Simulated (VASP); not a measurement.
Set up this calculation in VASP 6.6.1, as the native input.

- Task: single point
- Functional: LDA
- Potentials or basis: VASP PAW LDA potentials, release 64 (Hg, Te)
- Cutoff: 520 eV
- k mesh: 10 × 10 × 10
- Occupations: fermi-dirac, width 0.05 eV
- Spin: no spin polarisation
- Dipole correction: no
- Further INCAR settings: ALGO = Normal; EDIFF = 1e-06; NBANDS = 16

The structure of HgTe lies in POSCAR:

```
HgTe
1.0
   -3.0856813198      3.0856813198      1.5799309059
    3.0856813198     -3.0856813198      1.5799309059
    3.0856813198      3.0856813198     -1.5799309059
Hg Te
1 1
Direct
    0.7500000000      0.2500000000      0.5000000000
    0.0000000000      0.0000000000      0.0000000000
```

The input as run:

INCAR

```
  PREC = Accurate
  ENCUT = 520
  EDIFF = 1E-6
  ISMEAR = -1
  SIGMA = 0.05
  LREAL = False
  LASPH = True
  NELM = 80
  ALGO = Normal
  ISIF = 2
  LWAVE = False
  LCHARG = False
  NBANDS = 16
```

KPOINTS

```
regular mesh
0
Gamma
  10 10 10
```

Potentials or basis: VASP PAW LDA potentials, release 64 (Hg, Te).

Command:

```bash
$ cat potpaw_LDA.64/Hg/POTCAR potpaw_LDA.64/Te/POTCAR > POTCAR
$ mpirun -np 1 vasp_std > vasp.out
```

Results of the run:

```yaml
Pressure: -5.9 GPa
Band_gap_on_the_k_mesh: zero (band 9 reaches 5.16 eV, above the bottom of band 10 at 1.99 eV)
```

Caveat: spin-orbit coupling is left out, which moves the levels of the heavy elements.

Wall time 71 s on 1 thread of Intel Xeon 6975P-C, with other jobs on the host, peak memory 0.24 GiB.
